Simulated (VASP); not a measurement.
Set up this calculation in VASP 6.6.1, as the native input.

| Quantity | Value |
| --- | --- |
| Task | single point |
| Functional | PBE |
| Potentials or basis | VASP PAW PBE potentials, release 64 (Sm_3, Hf_pv, W_sv), 4f in core |
| Cutoff | 500 eV |
| k mesh | 10 × 10 × 6 |
| Occupations | gaussian, width 0.1 eV |
| Spin | no spin polarisation |
| Dipole correction | no |
| Mended | yes |
| Further INCAR settings | ALGO = Normal; EDIFF = 1e-06; NBANDS = 44 |

The structure of SmHfW lies in POSCAR:

```
SmHfW
1.0
    4.1982240987      0.0000000000      0.0000000000
    0.0000000000      4.1982240987      0.0000000000
    0.0000000000      0.0000000000      7.8496163198
Sm Hf W
2 2 2
Direct
    0.0000000000      0.0000000000      0.0000000000
    0.5000000000      0.5000000000      0.0000000000
    0.5000000000      0.0000000000      0.6171564096
    0.0000000000      0.5000000000      0.3828435904
    0.5000000000      0.0000000000      0.2806653935
    0.0000000000      0.5000000000      0.7193346065
```

The cell was built from a structure type or drawn by symmetry, and may not be a known phase.

These files were run (other wordings do the same):

INCAR

```
SYSTEM = SmHfW
PREC = Accurate ; ENCUT = 500
EDIFF = 1E-6 ; ISMEAR = 0
SIGMA = 0.1 ; LREAL = .False.
LASPH = .True. ; NELM = 200
ALGO = Normal ; ISIF = 2
LWAVE = .False. ; LCHARG = .False.
GGA = PE ; NBANDS = 44
GGA_COMPAT = .False. ; LMAXMIX = 6
```

KPOINTS

```
Automatic mesh
0
Gamma
  10 10 6
  0 0 0
```

Potentials or basis: VASP PAW PBE potentials, release 64 (Sm_3, Hf_pv, W_sv), 4f in core.

The run is started by

```console
$ cat potpaw_PBE.64/Sm_3/POTCAR potpaw_PBE.64/Hf_pv/POTCAR potpaw_PBE.64/W_sv/POTCAR > POTCAR
$ mpirun -np 1 vasp_std > vasp.out
```

It gave:

* Pressure: 0.1 GPa
* Largest force: 0.074 eV/Å
* Band gap on the k mesh: zero (bands 35 and 36 overlap by 0.96 eV)

Caveat: spin-orbit coupling is left out, which moves the levels of the heavy elements; the 4f electrons are frozen in the core, so they carry no moment and show no levels.

It took 3.3 min on 1 thread of Intel(R) Xeon(R) 6975P-C (Granite Rapids), on a shared host, peak memory 0.54 GiB.
